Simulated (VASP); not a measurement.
# LiGeN (P6_3mc) in VASP: single point with PBEsol

Aim: the single point of LiGeN with PBEsol.

Everything below comes from runs of VASP 6.6.1. Logs are shortened: lines on timing, memory, paths and dates and some standing lists are left out, and cuts for length are marked.

### Step 1. The cell of the first run

The structure is hexagonal, space group P6_3mc (No. 186). Conventional cell: a = 2.980 Å, b = 2.980 Å, c = 9.317 Å, α = 90.00°, β = 90.00°, γ = 120.00°. Li (site symmetry 3m) has 3 N at 2.16 Å and 6 Ge at 2.86 to 2.93 Å and 6 Li at 2.98 Å within 3.0 Å. Within 2.6 Å of Ge (site symmetry 3m) lie 3 N at 1.98 Å. N (site symmetry 3m) has 3 Ge at 1.98 Å and 3 Li at 2.16 Å within 2.6 Å.

### Step 2. Single point, PBEsol

INCAR

```
SYSTEM = LiGeN
  PREC = Accurate
  ENCUT = 520
  EDIFF = 1E-6
  ISMEAR = -1
  SIGMA = 0.02
  LREAL = .False.
  LASPH = .True.
  NELM = 80
  ALGO = Normal
  ISIF = 2
  LWAVE = .False.
  LCHARG = .True.
  GGA = PS
  LELF = .True.
  LVHAR = .True.
  NBANDS = 31
```

KPOINTS

```
regular mesh
0
Gamma
  18 18 5
  0 0 0
```

POSCAR

```
LiGeN
1.0
    2.9797078296      0.0000000000      0.0000000000
   -1.4898539148      2.5805026763      0.0000000000
    0.0000000000      0.0000000000      9.3172076006
Li Ge N
2 2 2
Direct
    0.6666666667      0.3333333333      0.7435320789
    0.3333333333      0.6666666667      0.2435320789
    0.0000000000      0.0000000000      0.4977637936
    0.0000000000      0.0000000000      0.9977637936
    0.3333333333      0.6666666667      0.6033421275
    0.6666666667      0.3333333333      0.1033421275
```

Potentials or basis: VASP PAW PBE potentials, release 64 (Li_sv, Ge_d, N).

On the command line:

```sh
$ cat potpaw_PBE.64/Li_sv/POTCAR potpaw_PBE.64/Ge_d/POTCAR potpaw_PBE.64/N/POTCAR > POTCAR
$ mpirun -np 1 vasp_std > vasp.out
```

OUTCAR:

```text
SYSTEM = LiGeN
   PREC = Accurate
   ENCUT = 520
   EDIFF = 1E-6
   ISMEAR = -1
   LREAL = .False.
   LASPH = .True.
   NELM = 80
   ISIF = 2
   GGA = PS

 ion  position               nearest neighbor table
   1  0.667  0.333  0.744-   5 2.16   5 2.16   5 2.16
   2  0.333  0.667  0.244-   6 2.16   6 2.16   6 2.16
   3  0.000  0.000  0.498-   5 1.98   5 1.98   5 1.98
   4  0.000  0.000  0.998-   6 1.98   6 1.98   6 1.98
   5  0.333  0.667  0.603-   3 1.98   3 1.98   3 1.98   1 2.16   1 2.16   1 2.16
   6  0.667  0.333  0.103-   4 1.98   4 1.98   4 1.98   2 2.16   2 2.16   2 2.16

  LATTYP: Found a hexagonal cell.
 ALAT       =     2.9797078296
 C/A-ratio  =     3.1268863034

  Lattice vectors:

 A1 = (   2.9797078296,   0.0000000000,   0.0000000000)
 A2 = (  -1.4898539148,   2.5805026763,   0.0000000000)
 A3 = (   0.0000000000,   0.0000000000,   9.3172076006)

Analysis of symmetry for initial positions (statically):
=====================================================================
 Subroutine PRICEL returns:
 Original cell was already a primitive cell.

 Routine SETGRP: Setting up the symmetry group for a
 hexagonal supercell.

 Subroutine GETGRP returns: Found 12 space group operations
 (whereof  6 operations were pure point group operations)
 out of a pool of 24 trial point group operations.

The static configuration has the point symmetry C_3v.
 The point group associated with its full space group is C_6v.

Analysis of symmetry for dynamics (positions and initial velocities):
=====================================================================
 Subroutine PRICEL returns:
 Original cell was already a primitive cell.

 Routine SETGRP: Setting up the symmetry group for a
 hexagonal supercell.

 Subroutine GETGRP returns: Found 12 space group operations
 (whereof  6 operations were pure point group operations)
 out of a pool of 24 trial point group operations.

The dynamic configuration has the point symmetry C_3v.
 The point group associated with its full space group is C_6v.

 Subroutine INISYM returns: Found 12 space group operations
 (whereof  6 operations are pure point group operations),
 and found     1 'primitive' translations

----------------------------------------------------------------------------------------

                                     Primitive cell

  volume of cell :      71.6414

  direct lattice vectors                    reciprocal lattice vectors
     2.979707830  0.000000000  0.000000000     0.335603374  0.193760698  0.000000000
    -1.489853915  2.580502676  0.000000000     0.000000000  0.387521396  0.000000000
     0.000000000  0.000000000  9.317207601     0.000000000  0.000000000  0.107328294

  length of vectors
     2.979707830  2.979707830  9.317207601     0.387521396  0.387521396  0.107328294

  position of ions in fractional coordinates (direct lattice)
     0.666666667  0.333333333  0.743532079
     0.333333333  0.666666667  0.243532079
     0.000000000  0.000000000  0.497763794
     0.000000000  0.000000000  0.997763794
     0.333333333  0.666666667  0.603342127
     0.666666667  0.333333333  0.103342127

  ion indices of the primitive-cell ions
   primitive index   ion index
                 1           1
                 2           2
                 3           3
                 4           4
                 5           5
                 6           6

----------------------------------------------------------------------------------------

 KPOINTS: regular mesh

Automatic generation of k-mesh.
 Grid dimensions read from file:
 generate k-points for:   18   18    5

 Generating k-lattice:

  Cartesian coordinates                     Fractional coordinates (reciprocal lattice)
     0.018644632  0.010764483  0.000000000     0.055555556  0.000000000  0.000000000
     0.000000000  0.021528966  0.000000000     0.000000000  0.055555556  0.000000000
     0.000000000  0.000000000  0.021465659     0.000000000  0.000000000  0.200000000

  Length of vectors
     0.021528966  0.021528966  0.021465659

  Shift w.r.t. Gamma in fractional coordinates (k-lattice)
     0.000000000  0.000000000  0.000000000

 Subroutine IBZKPT returns following result:
 ===========================================

 Found    111 irreducible k-points:

 Following reciprocal coordinates:
            Coordinates               Weight
  0.000000  0.000000  0.000000      1.000000
  0.055556 -0.000000  0.000000      6.000000
  0.111111 -0.000000  0.000000      6.000000
  0.166667  0.000000  0.000000      6.000000
  0.222222 -0.000000  0.000000      6.000000
  0.277778  0.000000  0.000000      6.000000
[... 16 lines left out ...]
  0.333333  0.111111  0.000000     12.000000
  0.388889  0.111111  0.000000     12.000000
 [... further k-points ...]
   k-points           NKPTS =    111   k-points in BZ     NKDIM =    111   number of bands    NBANDS=     31
   number of dos      NEDOS =    301   number of ions     NIONS =      6
   total plane-waves  NPLWV =  40320
   dimension x,y,z NGX =    24 NGY =   24 NGZ =   70
   dimension x,y,z NGXF=    48 NGYF=   48 NGZF=  140
   ions per type =               2   2   2
   NGX,Y,Z   is equivalent  to a cutoff of  13.39, 13.39, 12.49 a.u.
   NGXF,Y,Z  is equivalent  to a cutoff of  26.78, 26.78, 24.98 a.u.
 SYSTEM =  LiGeN
   PREC   = accura    normal or accurate (medium, high low for compatibility)
   ISTART =      0    job   : 0-new  1-cont  2-samecut
   ICHARG =      2    charge: 1-file 2-atom 10-const
   ISPIN  =      1    spin polarized calculation?
   LNONCOLLINEAR =      F non collinear calculations
   LSORBIT =      F    spin-orbit coupling
   LASPH  =      T    aspherical Exc in radial PAW
   ENCUT  =  520.0 eV  38.22 Ry    6.18 a.u.   5.54  5.54 17.32*2*pi/ulx,y,z
   NELM   =     80;   NELMIN=  2; NELMDL= -5     # of ELM steps
   EDIFF  = 0.1E-05   stopping-criterion for ELM
   LREAL  =      F    real-space projection
   EDIFFG = 0.1E-04   stopping-criterion for IOM
   NSW    =      0    number of steps for IOM
   IBRION =     -1    ionic relax: 0-MD 1-quasi-New 2-CG
   NFREE  =      0    steps in history (QN), initial steepest desc. (CG)
   ISIF   =      2    stress and relaxation
   ISYM   =      2    0-nonsym 1-usesym 2-fastsym
   POTIM  = 0.5000    time-step for ionic-motion
   TEBEG  =    0.0;   TEEND  =   0.0 temperature during run
   PSTRESS=    0.0 pullay stress
   NELECT =      44.0000    total number of electrons
   NUPDOWN=      -1.0000    fix difference up-down
   EMIN   =  10.00;   EMAX   =-10.00  energy-range for DOS
   EFERMI =   0.00;   METHOD = LEGACY
   ISMEAR =    -1;   SIGMA  =   0.02  broadening in eV -4-tet -1-fermi 0-gaus
   EFERMI_NEDOS =   21; number of points for ismear=-14 and -15
   IALGO  =     38    algorithm
   IMIX   =      4    mixing-type and parameters
     AMIX     =   0.40;   BMIX     =  1.00
     AMIX_MAG =   1.60;   BMIX_MAG =  1.00
  volume/ion in A,a.u.               =      11.94        80.58
  Fermi-wavevector in a.u.,A,eV,Ry     =   1.391568  2.629682 26.347162  1.936462
  Thomas-Fermi vector in A             =   2.515395
   LORBIT       =      0    0 simple, 1 ext, 2 COOP (PROOUT), +10 PAW based schemes
   GGA     = PS    functional components
   LHFCALC =     F    Hartree Fock is set to
   AEXX    =    0.0000 exact exchange contribution
   IVDW    =     0    specifies the selected vdW correction
   LEPSILON=     F    determine dielectric tensor
   LRPA    =     F    only Hartree local field effects (RPA)
 non-spin polarized calculation
  energy-cutoff  :      520.00
  volume of cell :       71.64
 maximum number of plane-waves:      1967
 NGX is ok and might be reduce to    24
   NGX = 11   NGY = 11   NGZ = 35

 number of electron      44.0000021 magnetization

 Free energy of the ion-electron system (eV)
  ---------------------------------------------------
  ext. energy  EPLUGINS =         0.00000000
  ---------------------------------------------------
  free energy    TOTEN  =       -33.35309215 eV

  energy without entropy =      -33.35309215  energy(sigma->0) =      -33.35309215

 E-fermi :   5.2175     XC(G=0): -10.7104

 val. band max:        4.8007162959   @ k =   0.1667   0.1111   0.0000
 cond. band min:       6.2660064886   @ k =   0.5000   0.0000   0.0000
 fundamental gap:      1.4652901928
 Fermi energy:         5.2174866665

 k-point     1 :       0.0000    0.0000    0.0000
  band No.  band energies     occupation
      1     -39.6410      2.00000
      2     -39.6409      2.00000
      3     -19.1457      2.00000
      4     -19.1457      2.00000
      5     -19.1457      2.00000
      6     -19.1457      2.00000
[... 23 lines left out ...]
     30      13.3451      0.00000
     31      17.3872      0.00000

 k-point     2 :       0.0556   -0.0000    0.0000
  band No.  band energies     occupation
      1     -39.6404      2.00000
      2     -39.6402      2.00000
      3     -19.1477      2.00000
      4     -19.1477      2.00000
      5     -19.1425      2.00000
      6     -19.1425      2.00000
[... 23 lines left out ...]
     30      13.3853      0.00000
     31      16.9661      0.00000

 k-point     3 :       0.1111   -0.0000    0.0000
  band No.  band energies     occupation
      1     -39.6386      2.00000
      2     -39.6385      2.00000
      3     -19.1537      2.00000
      4     -19.1536      2.00000
      5     -19.1333      2.00000
      6     -19.1332      2.00000
[... 23 lines left out ...]
     30      13.4698      0.00000
     31      16.0227      0.00000

 k-point     4 :       0.1667    0.0000    0.0000
  band No.  band energies     occupation
      1     -39.6360      2.00000
      2     -39.6359      2.00000
      3     -19.1632      2.00000
      4     -19.1631      2.00000
      5     -19.1191      2.00000
      6     -19.1191      2.00000
[... 23 lines left out ...]
     30      13.5349      0.00000
     31      15.1354      0.00000

 k-point     5 :       0.2222   -0.0000    0.0000
  band No.  band energies     occupation
      1     -39.6328      2.00000
      2     -39.6327      2.00000
      3     -19.1756      2.00000
      4     -19.1754      2.00000
      5     -19.1018      2.00000
      6     -19.1018      2.00000
[... 23 lines left out ...]
     30      13.5483      0.00000
     31      14.6887      0.00000
[... 542 lines left out ...]
     30      13.5146      0.00000
     31      14.6390      0.00000

 k-point    22 :       0.2778    0.1111    0.0000
  band No.  band energies     occupation
      1     -39.6253      2.00000
      2     -39.6252      2.00000
      3     -19.1955      2.00000
      4     -19.1952      2.00000
      5     -19.0746      2.00000
      6     -19.0746      2.00000
[... 23 lines left out ...]
     30      13.1602      0.00000
     31      14.8739      0.00000

 k-point    23 :       0.3333    0.1111    0.0000
  band No.  band energies     occupation
      1     -39.6228      2.00000
      2     -39.6227      2.00000
      3     -19.2046      2.00000
      4     -19.2043      2.00000
      5     -19.0657      2.00000
      6     -19.0657      2.00000
[... 23 lines left out ...]
     30      13.0775      0.00000
     31      14.9860      0.00000

 k-point    24 :       0.3889    0.1111    0.0000
  band No.  band energies     occupation
      1     -39.6212      2.00000
      2     -39.6211      2.00000
      3     -19.2108      2.00000
      4     -19.2105      2.00000
      5     -19.0651      2.00000
      6     -19.0651      2.00000
[... 23 lines left out ...]
     30      13.2739      0.00000
     31      14.7859      0.00000

 [... further k-points ...]
[... 5 lines left out ...]
  --------------------------------------------------------------------------------------
  -------------------------------------------------------------------------------------
  Total       -0.0585394     -0.0585394      0.0155503     -0.0000000     -0.0000000      0.0000000
  in kB       -1.3091673     -1.3091673      0.3477656     -0.0000000     -0.0000000      0.0000000
  external PRESSURE =      -0.7568564 kB  Pullay stress =       0.0000000 kB

 VOLUME and BASIS-vectors are now :
 -----------------------------------------------------------------------------
  energy-cutoff  :      520.00
  volume of cell :       71.64
      direct lattice vectors                 reciprocal lattice vectors
     2.979707830  0.000000000  0.000000000     0.335603374  0.193760698  0.000000000
    -1.489853915  2.580502676  0.000000000     0.000000000  0.387521396  0.000000000
     0.000000000  0.000000000  9.317207601     0.000000000  0.000000000  0.107328294

 POSITION                                       TOTAL-FORCE (eV/Angst)
 -----------------------------------------------------------------------------------
      1.48985      0.86017      6.92764         0.000000     -0.000000      0.006155
     -0.00000      1.72034      2.26904         0.000000      0.000000      0.006155
      0.00000      0.00000      4.63777         0.000000      0.000000     -0.012180
      0.00000      0.00000      9.29637        -0.000000     -0.000000     -0.012180
     -0.00000      1.72034      5.62146         0.000000     -0.000000      0.006025
      1.48985      0.86017      0.96286        -0.000000      0.000000      0.006025
 -----------------------------------------------------------------------------------
    total drift:                               -0.000001     -0.000001     -0.002256

  FREE ENERGIE OF THE ION-ELECTRON SYSTEM (eV)
  ---------------------------------------------------
  free  energy   TOTEN  =       -33.3530921493 eV

  energy  without entropy=      -33.3530921493  energy(sigma->0) =      -33.35309215
```

Wall time 2.3 min (1 thread of AMD EPYC 9R45 (Zen 5), shared host); peak memory 0.3 GiB.

Results:

* Free energy: -33.3531 eV
* Largest force: 0.012 eV/Å
* Band gap on the k mesh: 1.47 eV (least direct gap 2.43 eV)

Forces on the atoms (eV/Å):
```
Li   0.000  0.000  0.006
Li   0.000  0.000  0.006
Ge   0.000  0.000 -0.012
Ge   0.000  0.000 -0.012
N    0.000  0.000  0.006
N    0.000  0.000  0.006
```

Caveat: the cutoff is under 1.25 times the usual one of these potentials, so pressure, stress and relaxed cells hold a basis-set (Pulay) error; the PAW data sets were made with another functional, which shifts forces and pressure a little. A k mesh can miss the band edges.
